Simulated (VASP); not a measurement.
Pb, 1 atom in the cell. The typed cell holds 1 atom: a = 3.544 Å, b = 3.592 Å, c = 3.568 Å, α = 59.64°, β = 59.57°, γ = 60.06°.  This cell differs from its parent crystal: volume scaled by 1.06.

* Program: VASP 6.6.1
* Task: single point
* Functional: PBE
* Potentials or basis: VASP PAW PBE potentials, release 64 (Pb_d)
* Cutoff: 520 eV
* k mesh: 9 × 9 × 9
* Occupations: fermi-dirac, width 0.05 eV
* Spin: no spin polarisation
* Dipole correction: no
* Further INCAR settings: ALGO = Fast; EDIFF = 1e-07; NBANDS = 13

Potentials or basis: VASP PAW PBE potentials, release 64 (Pb_d).

Command:

```sh
$ cat potpaw_PBE.64/Pb_d/POTCAR > POTCAR
$ mpirun -np 1 vasp_std > vasp.out
```

Hardware: 1 thread of Intel(R) Xeon(R) Platinum 8488C (Sapphire Rapids), on a shared host.

Question: How long does it take, and how much memory?

Answer: It took 110 s on 1 thread of Intel(R) Xeon(R) Platinum 8488C (Sapphire Rapids), with other jobs on the host, peak memory 0.26 GiB. Counts: scf iterations 15, k points 365.
